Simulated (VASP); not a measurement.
Wanted: the native input for a VASP 6.6.1 run.

| Quantity | Value |
| --- | --- |
| Task | single point |
| Functional | PBE |
| Potentials or basis | VASP PAW PBE potentials, release 64 (Pb_d) |
| Cutoff | 520 eV |
| k mesh | 19 × 19 × 19 |
| Occupations | fermi-dirac, width 0.0612256 eV |
| Spin | no spin polarisation |
| Dipole correction | no |
| Further INCAR settings | ALGO = Normal; EDIFF = 1e-07; NBANDS = 13 |

The structure of Pb lies in POSCAR:

```
Pb
1.0
   -1.9591414008      1.9591414008      1.9591414008
    1.9591414008     -1.9591414008      1.9591414008
    1.9591414008      1.9591414008     -1.9591414008
Pb
1
Direct
    0.0000000000      0.0000000000      0.0000000000
```

This isn't the form of Pb at room conditions, which is fcc.

One way to write it, as run:

INCAR

```
ALGO = Normal ; EDIFF = 1E-7
ENCUT = 520 ; GGA = PE
ISIF = 2 ; ISMEAR = -1
LASPH = True ; LCHARG = False
LREAL = False ; LWAVE = False
NBANDS = 13 ; NELM = 80
PREC = Accurate ; SIGMA = 0.06122561905347299
```

KPOINTS

```
k-points
0
Gamma
  19 19 19
```

Potentials or basis: VASP PAW PBE potentials, release 64 (Pb_d).

Run with:

```console
$ cat potpaw_PBE.64/Pb_d/POTCAR > POTCAR
$ mpirun -np 1 vasp_std > vasp.out
```

Results of the run:

```
Pressure               : 2.6 GPa
Band gap on the k mesh : zero (bands 7 and 8 overlap by 9.73 eV)
```

Caveat: spin-orbit coupling is left out, which moves the levels of the heavy elements.

It took 46 s on 1 thread of Intel(R) Xeon(R) Platinum 8488C (Sapphire Rapids) (shared host), peak memory 0.21 GiB.
